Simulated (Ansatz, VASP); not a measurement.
# Two plane-wave programs on SnSe

The input INCAR:

```
PREC = Accurate
ENCUT = 520
EDIFF = 1E-8
ISMEAR = -1
SIGMA = 0.01
LREAL = F
LASPH = T
NELM = 60
ALGO = Normal
ISIF = 2
LWAVE = F
LCHARG = F
GGA = PS
LEFG = T
NBANDS = 17
```

KPOINTS

```
Automatic mesh
0
Gamma
  7 7 7
```

POSCAR

```
SnSe
1.0
    0.0000000000      3.0299343558      3.0299343558
    3.0299343558      0.0000000000      3.0299343558
    3.0299343558      3.0299343558      0.0000000000
Sn Se
1 1
Direct
    0.0000000000      0.0000000000      0.0000000000
    0.5000000000      0.5000000000      0.5000000000
```

Input for Ansatz:

```yaml
crystal:
  lattice:
    - [0.0, 3.0299343558, 3.0299343558]
    - [3.0299343558, 0.0, 3.0299343558]
    - [3.0299343558, 3.0299343558, 0.0]
  atoms:
    - { symbol: Sn, position: [0.0, 0.0, 0.0] }
    - { symbol: Se, position: [0.5, 0.5, 0.5] }
kpoints:
  mp_grid: { grid: [7, 7, 7] }
scf:
  occupations: { method: fermi_dirac, width: 0.01 }
hamiltonian:
  xc: pbesol
  pseudopotentials: { kind: paw }
output:
  forces: true
  stress: true
  eigenvalues: true
  efg: { contact_densities: true }
```

Change from the starting cell: volume scaled by 1.02, PAW files.

Alike in both runs: task electric field gradients; functional PBEsol; k mesh 7 × 7 × 7; occupations fermi-dirac, width 0.01 eV; no spin polarisation.

|  | VASP | Ansatz |
| --- | --- | --- |
| version | VASP 6.6.1 | Ansatz 0.2.0 |
| potentials or method | VASP PAW PBE potentials, release 64 (Sn_d, Se) | PAW with Ansatz's default frozen-core files, scalar-relativistic |
| plane-wave cutoff (eV) | 520 | 420 |
| valence electrons in the cell | 20 | 30 |

```csv
,VASP,Ansatz,Ansatz less VASP
pressure (GPa),-2.8,-2.8,-0.01
```

VASP's potentials were made for PBE, not for PBEsol. VASP's potentials hold 20 valence electrons a cell and Ansatz's 30, so a difference there can come from the potentials and not from the codes.
